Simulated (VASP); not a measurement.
# Lu (Im-3m) in VASP: relaxation of cell and atoms with LDA

Aim: the relaxation of cell and atoms of Lu with LDA.

Program: VASP 6.6.1. These are calculated values, not measurements. Logs are shortened: lines on timing, memory, paths and dates and some standing lists are left out, and cuts for length are marked.

### 1 The cell of the first run

The structure is cubic, space group Im-3m (No. 229). Conventional cell: a = 3.890 Å, b = 3.890 Å, c = 3.890 Å, α = 90.00°, β = 90.00°, γ = 90.00°. Within 4.4 Å of Lu (site symmetry m-3m) lie 14 Lu at 3.37 to 3.89 Å.

This isn't the form of Lu at room conditions, which is hcp.

### 2 Relaxation of cell and atoms, LDA

The input, INCAR:

```
PREC = Accurate
ENCUT = 600
EDIFF = 1E-6
ISMEAR = -1
SIGMA = 0.1
LREAL = F
LASPH = T
NELM = 80
ALGO = Normal
ISIF = 3
LWAVE = F
LCHARG = F
GGA = CA
IBRION = 2
NSW = 60
EDIFFG = -0.02
```

The input, KPOINTS:

```
regular mesh
0
Gamma
  17 17 17
```

The input, POSCAR:

```
Lu
1.0
    1.9450000000      1.9450000000      1.9450000000
   -1.9450000000      1.9450000000      1.9450000000
   -1.9450000000     -1.9450000000      1.9450000000
Lu
1
Direct
    0.0000000000      0.0000000000      0.0000000000
```

Potentials or basis: VASP PAW PBE potentials, release 64 (Lu).

Launch:

```console
> cat potpaw_PBE.64/Lu/POTCAR > POTCAR
> mpirun -np 1 vasp_std > vasp.out
```

OUTCAR:

```text
PREC = Accurate
   ENCUT = 600
   EDIFF = 1E-6
   ISMEAR = -1
   LREAL = F
   LASPH = T
   NELM = 80
   ISIF = 3
   GGA = CA
   IBRION = 2
   NSW = 60
   EDIFFG = -0.02

 ion  position               nearest neighbor table
   1  0.000  0.000  0.000-

  LATTYP: Found a body centered cubic cell.
 ALAT       =     3.8900000000

  Lattice vectors:

 A1 = (   1.9450000000,  -1.9450000000,  -1.9450000000)
 A2 = (   1.9450000000,   1.9450000000,   1.9450000000)
 A3 = (  -1.9450000000,  -1.9450000000,   1.9450000000)

Analysis of symmetry for initial positions (statically):
=====================================================================
 Subroutine PRICEL returns:
 Original cell was already a primitive cell.

 Routine SETGRP: Setting up the symmetry group for a
 body centered cubic supercell.

 Subroutine GETGRP returns: Found 48 space group operations
 (whereof 48 operations were pure point group operations)
 out of a pool of 48 trial point group operations.

The static configuration has the point symmetry O_h .

Analysis of symmetry for dynamics (positions and initial velocities):
=====================================================================
 Subroutine PRICEL returns:
 Original cell was already a primitive cell.

 Routine SETGRP: Setting up the symmetry group for a
 body centered cubic supercell.

 Subroutine GETGRP returns: Found 48 space group operations
 (whereof 48 operations were pure point group operations)
 out of a pool of 48 trial point group operations.

The dynamic configuration has the point symmetry O_h .

 Subroutine INISYM returns: Found 48 space group operations
 (whereof 48 operations are pure point group operations),
 and found     1 'primitive' translations

----------------------------------------------------------------------------------------

                                     Primitive cell

  volume of cell :      29.4319

  direct lattice vectors                    reciprocal lattice vectors
     1.945000000  1.945000000  1.945000000     0.257069409  0.000000000  0.257069409
    -1.945000000  1.945000000  1.945000000    -0.257069409  0.257069409  0.000000000
    -1.945000000 -1.945000000  1.945000000     0.000000000 -0.257069409  0.257069409

  length of vectors
     3.368838821  3.368838821  3.368838821     0.363551044  0.363551044  0.363551044
[... 81 lines left out ...]
   EDIFFG = -.2E-01   stopping-criterion for IOM
   NSW    =     60    number of steps for IOM
   IBRION =      2    ionic relax: 0-MD 1-quasi-New 2-CG
   NFREE  =      1    steps in history (QN), initial steepest desc. (CG)
   ISIF   =      3    stress and relaxation
   ISYM   =      2    0-nonsym 1-usesym 2-fastsym
   POTIM  = 0.5000    time-step for ionic-motion
   TEBEG  =    0.0;   TEEND  =   0.0 temperature during run
   PSTRESS=    0.0 pullay stress
   NELECT =      25.0000    total number of electrons
   NUPDOWN=      -1.0000    fix difference up-down
   EMIN   =  10.00;   EMAX   =-10.00  energy-range for DOS
   EFERMI =   0.00;   METHOD = LEGACY
   ISMEAR =    -1;   SIGMA  =   0.10  broadening in eV -4-tet -1-fermi 0-gaus
   EFERMI_NEDOS =   21; number of points for ismear=-14 and -15
   IALGO  =     38    algorithm
   IMIX   =      4    mixing-type and parameters
     AMIX     =   0.40;   BMIX     =  1.00
     AMIX_MAG =   1.60;   BMIX_MAG =  1.00
  volume/ion in A,a.u.               =      29.43       198.62
  Fermi-wavevector in a.u.,A,eV,Ry     =   1.550417  2.929864 32.705594  2.403793
  Thomas-Fermi vector in A             =   2.655083
   LORBIT       =      0    0 simple, 1 ext, 2 COOP (PROOUT), +10 PAW based schemes
   GGA     = CA    functional components
   LHFCALC =     F    Hartree Fock is set to
   AEXX    =    0.0000 exact exchange contribution
   IVDW    =     0    specifies the selected vdW correction
   LEPSILON=     F    determine dielectric tensor
   LRPA    =     F    only Hartree local field effects (RPA)
 conjugate gradient relaxation of ions
 non-spin polarized calculation
  energy-cutoff  :      600.00
  volume of cell :       29.43
 maximum number of plane-waves:       993
   NGX = 13   NGY = 13   NGZ = 13

--------------------------------------- Ionic step        1  -------------------------------------------

 number of electron      24.9999992 magnetization

 Free energy of the ion-electron system (eV)
  ---------------------------------------------------
  ext. energy  EPLUGINS =         0.00000000
  ---------------------------------------------------
  free energy    TOTEN  =        -5.01853445 eV

  energy without entropy =       -4.94516839  energy(sigma->0) =       -4.98185142

------------------------ aborting loop because EDIFF is reached ----------------------------------------

  FORCE on cell =-STRESS in cart. coord.  units (eV):
  Direction    XX          YY          ZZ          XY          YZ          ZX
  --------------------------------------------------------------------------------------
  -------------------------------------------------------------------------------------
  Total       -0.8216347     -0.8216347     -0.8216347      0.0000000     -0.0000000     -0.0000000
  in kB      -44.7270789    -44.7270789    -44.7270789      0.0000000     -0.0000000     -0.0000000
  external PRESSURE =     -44.7270789 kB  Pullay stress =       0.0000000 kB
[... 57 lines left out ...]
--------------------------------------- Ionic step        3  -------------------------------------------

 number of electron      24.9999999 magnetization

 Free energy of the ion-electron system (eV)
  ---------------------------------------------------
  ext. energy  EPLUGINS =         0.00000000
  ---------------------------------------------------
  free energy    TOTEN  =        -5.06530279 eV

  energy without entropy =       -4.99740431  energy(sigma->0) =       -5.03135355

 E-fermi :   2.4592     XC(G=0): -11.4631

 val. band max:        2.4510933873   @ k =   0.2941  -0.3529   0.0588
 cond. band min:       2.4608997364   @ k =   0.1765   0.4706   0.0588
 fundamental gap:      0.0098063491
 Fermi energy:         2.4592299831

 k-point     1 :       0.0000    0.0000    0.0000
  band No.  band energies     occupation
      1     -53.4404      2.00000
      2     -23.9724      2.00000
      3     -23.9724      2.00000
      4     -23.9724      2.00000
      5      -3.9064      2.00000
      6      -2.6120      2.00000
[... 433 lines left out ...]
      3     -24.1211      2.00000
      4     -24.0184      2.00000
      5      -2.5886      2.00000
      6      -2.5703      2.00000
[... 8 lines left out ...]
     15       6.2994      0.00000
     16       7.5357      0.00000

 [... further k-points ...]
[... 5 lines left out ...]
  --------------------------------------------------------------------------------------
  -------------------------------------------------------------------------------------
  Total       -0.0136642     -0.0136642     -0.0136642      0.0000000      0.0000000      0.0000000
  in kB       -0.8270064     -0.8270064     -0.8270064      0.0000000      0.0000000      0.0000000
  external PRESSURE =      -0.8270064 kB  Pullay stress =       0.0000000 kB
[... 16 lines left out ...]
  FREE ENERGIE OF THE ION-ELECTRON SYSTEM (eV)
  ---------------------------------------------------
  free  energy   TOTEN  =        -5.0653027894 eV

  energy  without entropy=       -4.9974043137  energy(sigma->0) =       -5.03135355

 reached required accuracy - stopping structural energy minimisation
```

Wall time 5.5 min (1 thread of Intel Xeon Platinum 8375C at 2.90GHz (Ice Lake), shared host); peak memory 0.24 GiB.

Results:

| Property | Result |
| --- | --- |
| Free energy | -5.0653 eV |
| Relaxed volume | 26.47 Å³/atom |
| Relaxed cell | a = 3.252 Å, b = 3.252 Å, c = 3.252 Å, α = 70.53°, β = 109.47°, γ = 70.53° |
| Space group after relaxing (to 0.1 Å) | Im-3m (No. 229) |
| Energy gained by relaxing | 46.8 meV/atom |
| Ionic steps | 3 |
| Pressure after relaxing | -0.1 GPa |
| Band gap on the k mesh | zero (an odd number of electrons rules out a gap without spin polarisation) |

Step by step:
```tsv
step	energy change (eV)	largest force (eV/Å)	pressure (GPa)	volume (Å³)
1	0.0000	0.0000	-4.47	29.43
2	-0.0461	0.0000	0.97	26.07
3	-0.0468	0.0000	-0.08	26.47
```

Final structure:
```
Lu
1.0
     1.87748    1.87748    1.87748
    -1.87748    1.87748    1.87748
    -1.87748   -1.87748    1.87748
Lu
1
Direct
  0.00000 0.00000 0.00000
```

Levels at points of the mesh, in eV from the Fermi level:
```tsv
k point	band 9	band 10	band 11	band 12	band 13	band 14	band 15	band 16
(0.00, 0.00, 0.00)	-4.95	-4.95	-4.95	-4.92	2.09	2.09	2.09	4.60
```

Caveat: the PAW data sets were made with another functional, which shifts forces and pressure a little; spin-orbit coupling is left out, which moves the levels of the heavy elements.
